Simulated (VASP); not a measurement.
A run of VASP 6.6.1 is set up as follows.

File INCAR:

```
SYSTEM = Nb16H
ALGO = Normal
EDIFF = 1E-6
ENCUT = 520
GGA = PE
ISIF = 2
ISMEAR = 0
LASPH = .TRUE.
LCHARG = .FALSE.
LREAL = Auto
LWAVE = .FALSE.
NBANDS = 118
NELM = 100
PREC = Accurate
SIGMA = 0.05
```

Contents of KPOINTS:

```
k-points
0
G
  3 3 3
  0 0 0
```

Contents of POSCAR:

```
Nb16H
1.0
    6.6000000000      0.0000000000      0.0000000000
    0.0000000000      6.6000000000      0.0000000000
    0.0000000000      0.0000000000      6.6000000000
Nb H
16 1
Direct
    0.0001795455     -0.0012748485      0.0004574242
    0.5058204545     -0.0065098485      0.0004021212
    0.0001053030      0.5004843939      0.0004496970
   -0.0023633333     -0.0004287879      0.5004339394
    0.2443800000      0.2496242424      0.2564995455
    0.5057680303      0.5056113636      0.0003777273
    0.4983748485     -0.0003981818      0.5004224242
    0.7499274242      0.2495663636      0.2513369697
   -0.0024295455      0.4996928788      0.5004286364
    0.2517443939      0.7495998485      0.2503792424
    0.2444162121      0.2496474242      0.7444368182
    0.4983483333      0.4995995455      0.5004071212
    0.7525289394      0.7495862121      0.2504653030
    0.7500010606      0.2495742424      0.7495031818
    0.2517745455      0.7496153030      0.7504686364
    0.7525998485      0.7495930303      0.7503096970
    0.3751674242      0.2494748485      0.0005278788
```

Potentials or basis: VASP PAW PBE potentials, release 64 (Nb_sv, H).

Launch:

```sh
$ cat potpaw_PBE.64/Nb_sv/POTCAR potpaw_PBE.64/H/POTCAR > POTCAR
$ mpirun -np 1 vasp_std > vasp.out
```

Question: Predict the pressure.

Answer: 2.2 GPa.

Question: Estimate the band gap on the k mesh.

Answer: Zero (an odd number of electrons rules out a gap without spin polarisation).

Question: What does it give for the largest force?

Answer: 0.014 eV/Å.

Stress tensor (GPa, compression positive):
```
2.03 0.00 0.00
0.00 2.27 0.00
0.00 0.00 2.27
```
